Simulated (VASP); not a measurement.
Write the native input for VASP 6.6.1 that does the following.

```yaml
Task: single point
Functional: HSE06
Potentials_or_basis: VASP PAW PBE potentials, release 64 (Hf_pv, N)
Cutoff: 520 eV
k_mesh: 4 × 4 × 4
Occupations: fermi-dirac, width 0.05 eV
Spin: non-collinear spin, zero start, spin-orbit coupling
Starting_moments: "[[0.0, 0.0, 0.0], [0.0, 0.0, 0.0]] μB"
Dipole_correction: no
Grid_for_exact_exchange_PRECFOCK: Normal
Further_INCAR_settings: ALGO = Normal; EDIFF = 1e-06; NBANDS = 27
Share_of_exact_exchange: 0.25
Screening_parameter: 0.2079 1/Å
```

Crystal: HfN.

```xyz
2
Lattice="2.8250 0.0000 0.0000 0.0000 2.8250 0.0000 0.0000 0.0000 2.8250" Properties=species:S:1:pos:R:3 pbc="T T T"
Hf    1.4125    1.4125    1.4125
N     0.0000    0.0000    0.0000
```

The input as run:

POSCAR

```
HfN
1.0
    2.8250300000      0.0000000000      0.0000000000
    0.0000000000      2.8250300000      0.0000000000
    0.0000000000      0.0000000000      2.8250300000
Hf N
1 1
Direct
    0.5000000000      0.5000000000      0.5000000000
    0.0000000000      0.0000000000      0.0000000000
```

INCAR.step1

```
SYSTEM = HfN
ALGO = Normal ; EDIFF = 1E-5
ENCUT = 520 ; GGA = PE
GGA_COMPAT = .False. ; ISIF = 2
ISMEAR = -1 ; LASPH = .True.
LCHARG = .False. ; LMAXMIX = 4
LORBIT = 11 ; LORBMOM = .True.
LREAL = .False. ; LSORBIT = .True.
LWAVE = .True. ; MAGMOM = 0 0 0 0 0 0
NBANDS = 27 ; NELM = 150
PREC = Accurate ; SIGMA = 0.05
```

INCAR.step2

```
SYSTEM = HfN
ALGO = Normal ; EDIFF = 1E-6
ENCUT = 520 ; GGA = PE
GGA_COMPAT = .False. ; HFSCREEN = 0.2079
ISIF = 2 ; ISMEAR = -1
ISTART = 1 ; LASPH = .True.
LCHARG = .False. ; LHFCALC = .True.
LMAXMIX = 4 ; LORBIT = 11
LORBMOM = .True. ; LREAL = .False.
LSORBIT = .True. ; LWAVE = .False.
MAGMOM = 0 0 0 0 0 0 ; NBANDS = 27
NELM = 150 ; PREC = Accurate
PRECFOCK = Normal ; SIGMA = 0.05
```

KPOINTS

```
k-points
0
Gamma
  4 4 4
  0 0 0
```

Potentials or basis: VASP PAW PBE potentials, release 64 (Hf_pv, N).

Run with:

```bash
$ cat potpaw_PBE.64/Hf_pv/POTCAR potpaw_PBE.64/N/POTCAR > POTCAR
$ cp INCAR.step1 INCAR
$ mpirun -np 1 vasp_ncl > vasp.out
$ cp INCAR.step2 INCAR
$ mpirun -np 1 vasp_ncl > vasp.out
```

It gave:

```
Pressure                                              : -11.5 GPa
Net moment                                            : 0.11 μB per cell
Valence electrons inside the program's atomic spheres : Hf 8.58; N 3.68
```

Caveat: the k points lie up to 0.56 Å⁻¹ apart; a moment this small can come from the mesh or the smearing; the PAW data sets were made with another functional, which shifts forces and pressure a little.

Run time: 15 min on 1 thread of Intel(R) Xeon(R) Platinum 8488C (Sapphire Rapids), on a shared host, peak memory 0.31 GiB.
